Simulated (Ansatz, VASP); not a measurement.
**TaAl3O in VASP and in Ansatz**

```xyz
5
Lattice="5.5944 0.0000 0.0000 -2.7972 4.8449 0.0000 0.0000 0.0000 3.8639" Properties=species:S:1:pos:R:3 pbc="T T T"
Ta    0.0000    0.0000    1.9319
Al    2.7972    0.0000    1.9319
Al   -1.3986    2.4225    1.9319
Al    1.3986    2.4225    1.9319
O     0.0000    0.0000    0.0000
```

Alike in both runs: task relaxation of cell and atoms; functional PBE; k mesh 12 × 12 × 10; occupations gaussian, width 0.1 eV; no spin polarisation.

|  | VASP | Ansatz |
| --- | --- | --- |
| version | VASP 6.6.1 | Ansatz 0.2.0 |
| potentials or method | VASP PAW PBE potentials, release 64 (Ta_pv, Al, O), cutoff 600 eV | scalar-relativistic, plane waves, PAW |
| valence electrons in the cell | 26 | 28 |

Ansatz gave:

| Item | Value |
| --- | --- |
| gap on the k mesh at the Fermi level, each at its own relaxed structure (eV) | none |
| relaxed volume (Å³/atom) | 20.97 |
| relaxed cell length with the largest relative difference (Å) | 3.850 |

Q: Estimate VASP's values.

A: gap on the k mesh at the Fermi level, each at its own relaxed structure (eV): none; relaxed volume (Å³/atom): 20.99; relaxed cell length with the largest relative difference (Å): 3.856.

A gap of «none» marks a metal or a gap that the smearing closes. VASP's potentials hold 26 valence electrons a cell and Ansatz's 28, so a difference there can come from the potentials and not from the codes.

Neither program's run includes spin-orbit coupling.
